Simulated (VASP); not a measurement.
# H2CS2 in VASP: single point with PBE+D3(BJ)

Aim: the single point of H2CS2 with PBE+D3(BJ).

Everything below comes from runs of VASP 6.6.1. Logs are shortened: lines on timing, memory, paths and dates and some standing lists are left out, and cuts for length are marked.

### Step 1. The cell of the first run

The cell holds a disordered packing, 30 atoms: a = 9.205 Å, b = 9.205 Å, c = 9.205 Å, α = 90.00°, β = 90.00°, γ = 90.00°.

### Step 2. Single point, PBE+D3(BJ)

File INCAR:

```
SYSTEM = H2CS2
  ALGO = Normal
  EDIFF = 1E-6
  ENCUT = 1000
  GGA = PE
  GGA_COMPAT = .False.
  ISIF = 2
  ISMEAR = -1
  IVDW = 12
  LASPH = .True.
  LCHARG = .False.
  LREAL = Auto
  LWAVE = .False.
  NBANDS = 75
  NELM = 120
  PREC = Accurate
  SIGMA = 0.05
```

File KPOINTS:

```
k-points
0
Gamma
  1 1 1
  0 0 0
```

File POSCAR:

```
H2CS2
1.0
    9.2051640000      0.0000000000      0.0000000000
    0.0000000000      9.2051640000      0.0000000000
    0.0000000000      0.0000000000      9.2051640000
H S C
12 12 6
Direct
    0.7564666963      0.8414081487      0.4606218857
    0.7599755963      0.7724794474      0.4993718743
    0.4024588807      0.5675509964      0.5666601920
    0.3747461751      0.5412505415      0.4938423693
    0.7480475090      0.6029441735      0.7215080579
    0.7008348792      0.5666167382      0.6648442114
    0.1921204228      0.0042584793      0.6550019098
    0.2495990294      0.0636490561      0.6519927293
    0.5741125307      0.9550400188      0.7591173824
    0.5632925171      0.9144541042      0.8310118103
    0.7833755053      0.1461027745      0.6801942909
    0.8092305580      0.1471565308      0.7579441279
    1.1117455376      0.5486051090      0.3019174889
    0.8823634212      0.4553856944      0.0696456902
    0.3469900156      0.7393241446     -0.0243993480
    0.4185150857      0.8116857016      0.2986584487
    0.2165523613      0.1657004699      0.3515635354
    0.2313592675      0.1885680690      0.0118194526
    0.0176965886      0.7736309750      0.7983236366
    0.0657674323      0.4508882188      0.6973477061
    0.6736218931      0.2993537106      0.4537887647
    0.5216311192      0.4189604878      0.1773135166
    0.9358008179      0.8332496846      0.1887853383
    0.7218991427      1.0757440063      0.0868642862
    0.9949958523      0.4948526718      0.1869820027
    0.3837845800      0.7767053363      0.1365863770
    0.2238417480      0.1668411340      0.1826583426
    0.0474733530      0.6132753311      0.7512848223
    0.5937536800      0.3664790763      0.3212327341
    0.8282959435      0.9514768015      0.1276022893
```

Potentials or basis: VASP PAW PBE potentials, release 64 (H_h, S, C_h).

Launch:

```console
cat potpaw_PBE.64/H_h/POTCAR potpaw_PBE.64/S/POTCAR potpaw_PBE.64/C_h/POTCAR > POTCAR
mpirun -np 1 vasp_gam > vasp.out
```

OUTCAR:

```text
SYSTEM = H2CS2
   EDIFF = 1E-6
   ENCUT = 1000
   GGA = PE
   ISIF = 2
   ISMEAR = -1
   IVDW = 12
   LASPH = .True.
   LREAL = Auto
   NELM = 120
   PREC = Accurate
 IVDW          = 12

 ion  position               nearest neighbor table
   1  0.756  0.841  0.461-   2 0.73
   2  0.760  0.772  0.499-   1 0.73
   3  0.402  0.568  0.567-   4 0.76
   4  0.375  0.541  0.494-   3 0.76
   5  0.748  0.603  0.722-   6 0.76
   6  0.701  0.567  0.665-   5 0.76
[... 16 lines left out ...]
  23  0.936  0.833  0.189-  30 1.58
  24  0.722  0.076  0.087-  30 1.55
  25  0.995  0.495  0.187-  14 1.54  13 1.59
  26  0.384  0.777  0.137-  15 1.56  16 1.56
  27  0.224  0.167  0.183-  17 1.56  18 1.59
  28  0.047  0.613  0.751-  19 1.56  20 1.58
  29  0.594  0.366  0.321-  21 1.55  22 1.56
  30  0.828  0.951  0.128-  24 1.55  23 1.58

  LATTYP: Found a simple cubic cell.
 ALAT       =     9.2051640000

  Lattice vectors:

 A1 = (   9.2051640000,   0.0000000000,   0.0000000000)
 A2 = (   0.0000000000,   9.2051640000,   0.0000000000)
 A3 = (   0.0000000000,   0.0000000000,   9.2051640000)

Analysis of symmetry for initial positions (statically):
=====================================================================
 Subroutine PRICEL returns:
 Original cell was already a primitive cell.

 Routine SETGRP: Setting up the symmetry group for a
 simple cubic supercell.

 Subroutine GETGRP returns: Found  1 space group operations
 (whereof  1 operations were pure point group operations)
 out of a pool of 48 trial point group operations.

The static configuration has the point symmetry C_1 .

Analysis of symmetry for dynamics (positions and initial velocities):
=====================================================================
 Subroutine PRICEL returns:
 Original cell was already a primitive cell.

 Routine SETGRP: Setting up the symmetry group for a
 simple cubic supercell.

 Subroutine GETGRP returns: Found  1 space group operations
 (whereof  1 operations were pure point group operations)
 out of a pool of 48 trial point group operations.

The dynamic configuration has the point symmetry C_1 .

 Subroutine INISYM returns: Found  1 space group operations
 (whereof  1 operations are pure point group operations),
[... 123 lines left out ...]
   LNONCOLLINEAR =      F non collinear calculations
   LSORBIT =      F    spin-orbit coupling
   LASPH  =      T    aspherical Exc in radial PAW
   ENCUT  = 1000.0 eV  73.50 Ry    8.57 a.u.  23.73 23.73 23.73*2*pi/ulx,y,z
   NELM   =    120;   NELMIN=  2; NELMDL= -5     # of ELM steps
   EDIFF  = 0.1E-05   stopping-criterion for ELM
   LREAL  =      T    real-space projection
   EDIFFG = 0.1E-04   stopping-criterion for IOM
   NSW    =      0    number of steps for IOM
[... 5 lines left out ...]
   TEBEG  =    0.0;   TEEND  =   0.0 temperature during run
   PSTRESS=    0.0 pullay stress
   NELECT =     108.0000    total number of electrons
   NUPDOWN=      -1.0000    fix difference up-down
   EMIN   =  10.00;   EMAX   =-10.00  energy-range for DOS
   EFERMI =   0.00;   METHOD = LEGACY
   ISMEAR =    -1;   SIGMA  =   0.05  broadening in eV -4-tet -1-fermi 0-gaus
   EFERMI_NEDOS =   21; number of points for ismear=-14 and -15
   IALGO  =     38    algorithm
   IMIX   =      4    mixing-type and parameters
     AMIX     =   0.40;   BMIX     =  1.00
     AMIX_MAG =   1.60;   BMIX_MAG =  1.00
  volume/ion in A,a.u.               =      26.00       175.46
  Fermi-wavevector in a.u.,A,eV,Ry     =   0.846937  1.600479  9.759495  0.717303
  Thomas-Fermi vector in A             =   1.962364
   LORBIT       =      0    0 simple, 1 ext, 2 COOP (PROOUT), +10 PAW based schemes
   GGA     = PE    functional components
   LHFCALC =     F    Hartree Fock is set to
   AEXX    =    0.0000 exact exchange contribution
   IVDW    =    12    specifies the selected vdW correction
   LEPSILON=     F    determine dielectric tensor
   LRPA    =     F    only Hartree local field effects (RPA)
 non-spin polarized calculation
  energy-cutoff  :     1000.00
  volume of cell :      780.00
 maximum number of plane-waves:     28010
 NGX is ok and might be reduce to    96
   NGX = 47   NGY = 47   NGZ = 47

 number of electron     108.0000002 magnetization

 Free energy of the ion-electron system (eV)
  ---------------------------------------------------
  ext. energy  EPLUGINS =         0.00000000
  ---------------------------------------------------
  free energy    TOTEN  =      -140.25770378 eV

  energy without entropy =     -140.25770378  energy(sigma->0) =     -140.25770378

 E-fermi :  -1.2029     XC(G=0):  -6.0288

 val. band max:       -2.4656207175   @ k =   0.0000   0.0000   0.0000
 cond. band min:       0.7529643583   @ k =   0.0000   0.0000   0.0000
 fundamental gap:      3.2185850758
 Fermi energy:        -1.2028826966

 k-point     1 :       0.0000    0.0000    0.0000
  band No.  band energies     occupation
      1     -17.5006      2.00000
      2     -17.4132      2.00000
      3     -17.3445      2.00000
      4     -17.3231      2.00000
      5     -17.2633      2.00000
      6     -17.2107      2.00000
[... 58 lines left out ...]
     65       1.3741      0.00000
     66       1.4599      0.00000
 [bands above 66 left out]

------------------------ aborting loop because EDIFF is reached ----------------------------------------

 Edisp (eV)   -2.29656

 E8    (eV) :    -0.7315

  FORCE on cell =-STRESS in cart. coord.  units (eV):
  Direction    XX          YY          ZZ          XY          YZ          ZX
  --------------------------------------------------------------------------------------
  -------------------------------------------------------------------------------------
  Total      -1.31396    -2.69851    -4.66690    -0.18792    -1.47580    -0.55390
  in kB      -2.69896    -5.54294    -9.58616    -0.38599    -3.03140    -1.13776
  external pressure =       -5.94 kB  Pullay stress =        0.00 kB

 VOLUME and BASIS-vectors are now :
 -----------------------------------------------------------------------------
  energy-cutoff  :     1000.00
  volume of cell :      780.00
      direct lattice vectors                 reciprocal lattice vectors
     9.205164000  0.000000000  0.000000000     0.108634675  0.000000000  0.000000000
     0.000000000  9.205164000  0.000000000     0.000000000  0.108634675  0.000000000
     0.000000000  0.000000000  9.205164000     0.000000000  0.000000000  0.108634675

 POSITION                                       TOTAL-FORCE (eV/Angst)
 -----------------------------------------------------------------------------------
      6.96340      7.74530      4.24010        -0.040621      0.701390     -0.386586
      6.99570      7.11080      4.59680         0.016106     -0.680662      0.432309
      3.70470      5.22440      5.21620        -0.069120     -0.078946     -0.138999
      3.44960      4.98230      4.54590         0.087149      0.059561      0.190412
      6.88590      5.55020      6.64160        -0.165617     -0.064663     -0.106638
      6.45130      5.21580      6.12000         0.076077      0.048281      0.142093
[... 22 lines left out ...]
      5.46560      3.37350      2.95700         0.032074     -0.267510     -0.537649
      7.62460      8.75850      1.17460         0.692119     -0.477443      0.862843
 -----------------------------------------------------------------------------------
    total drift:                                0.005113     -0.006740     -0.000646

  FREE ENERGIE OF THE ION-ELECTRON SYSTEM (eV)
  ---------------------------------------------------
  free  energy   TOTEN  =      -142.5542682416 eV

  energy  without entropy=     -142.5542682416  energy(sigma->0) =     -142.55426824
```

OSZICAR:

```text
N       E                     dE             d eps       ncg     rms          rms(c)
DAV:   1     0.111072172195E+04    0.11107E+04   -0.65943E+04   150   0.204E+03
DAV:   2     0.302403335233E+02   -0.10805E+04   -0.10424E+04   209   0.278E+02
DAV:   3    -0.142000869648E+03   -0.17224E+03   -0.17014E+03   188   0.119E+02
DAV:   4    -0.150318224105E+03   -0.83174E+01   -0.82124E+01   172   0.301E+01
DAV:   5    -0.150570018274E+03   -0.25179E+00   -0.25140E+00   196   0.510E+00    0.519E+01
DAV:   6    -0.141917303057E+03    0.86527E+01   -0.16130E+01   196   0.142E+01    0.256E+01
DAV:   7    -0.140328690253E+03    0.15886E+01   -0.63578E+00   172   0.810E+00    0.110E+01
DAV:   8    -0.140262817005E+03    0.65873E-01   -0.94013E-01   180   0.314E+00    0.268E+00
DAV:   9    -0.140260016706E+03    0.28003E-02   -0.14496E-01   188   0.127E+00    0.128E+00
DAV:  10    -0.140258370209E+03    0.16465E-02   -0.17204E-02   172   0.478E-01    0.686E-01
DAV:  11    -0.140258085169E+03    0.28504E-03   -0.43495E-03   172   0.232E-01    0.281E-01
DAV:  12    -0.140257904745E+03    0.18042E-03   -0.10381E-03   172   0.109E-01    0.114E-01
DAV:  13    -0.140257809942E+03    0.94803E-04   -0.19236E-04   188   0.625E-02    0.336E-02
DAV:  14    -0.140257759245E+03    0.50698E-04   -0.56749E-05   172   0.351E-02    0.227E-02
DAV:  15    -0.140257702784E+03    0.56460E-04   -0.48171E-05   172   0.439E-02    0.189E-02
DAV:  16    -0.140257704482E+03   -0.16981E-05   -0.35689E-05   188   0.200E-02    0.150E-02
DAV:  17    -0.140257703777E+03    0.70508E-06   -0.15950E-06   124   0.485E-03
   1 F= -.14255427E+03 E0= -.14255427E+03  d E =-.372534E-10
```

stdout:

```text
POSCAR found type information on POSCAR H S C
 POSCAR found :  3 types and      30 ions
 scaLAPACK will be used
 LDA part: xc-table for (Slater+PW92), standard interpolation
 POSCAR, INCAR and KPOINTS ok, starting setup
 FFT: planning ... GRIDC
 FFT: planning ... GRID_SOFT
 FFT: planning ... GRID
 WAVECAR not read
 entering main loop
```

Run time: 7.2 min. Hardware: 1 thread of Intel Xeon Platinum 8259CL at 2.50GHz (Skylake/Cascade Lake), shared host; peak memory 1.5 GiB.

Results:

```
Free energy                : -142.5543 eV
Pressure                   : -0.6 GPa
Largest force              : 1.828 eV/Å
Dispersion energy per atom : -0.077 eV
```

Forces in eV/Å, atoms in the order of the input:
```
H   -0.041  0.701 -0.387
H    0.016 -0.681  0.432
H   -0.069 -0.079 -0.139
H    0.087  0.060  0.190
H   -0.166 -0.065 -0.107
H    0.076  0.048  0.142
H    0.206  0.216  0.014
H   -0.180 -0.198  0.058
H   -0.048 -0.236  0.371
H    0.046  0.241 -0.444
H    0.086 -0.040  0.141
H   -0.015 -0.002 -0.075
S   -0.799 -0.682 -0.723
S   -0.321 -0.343 -0.335
S    0.085  0.021  0.229
S    0.000  0.017 -0.289
S   -0.023 -0.239 -0.255
S   -0.074 -0.410  1.276
S    0.150 -0.442 -0.105
S   -0.032  1.145  0.476
S   -0.025  0.167  0.191
S   -0.100  0.173  0.302
S   -0.573  0.671 -0.661
S   -0.126  0.107 -0.290
C    1.258  0.719  1.116
C    0.023  0.010  0.104
C    0.020  0.593 -1.099
C   -0.185 -0.728 -0.458
C    0.032 -0.268 -0.538
C    0.692 -0.477  0.863
```

Stress tensor (GPa, compression positive):
```
-0.27 -0.04 -0.11
-0.04 -0.55 -0.30
-0.11 -0.30 -0.96
```

Levels at points of the mesh, in eV from the Fermi level:
```
           k point  band 52  band 53  band 54  band 55  band 56  band 57
(0.00, 0.00, 0.00)    -1.46    -1.33    -1.26     1.96     2.01     2.07
```

Caveat: the k points lie up to 0.68 Å⁻¹ apart.
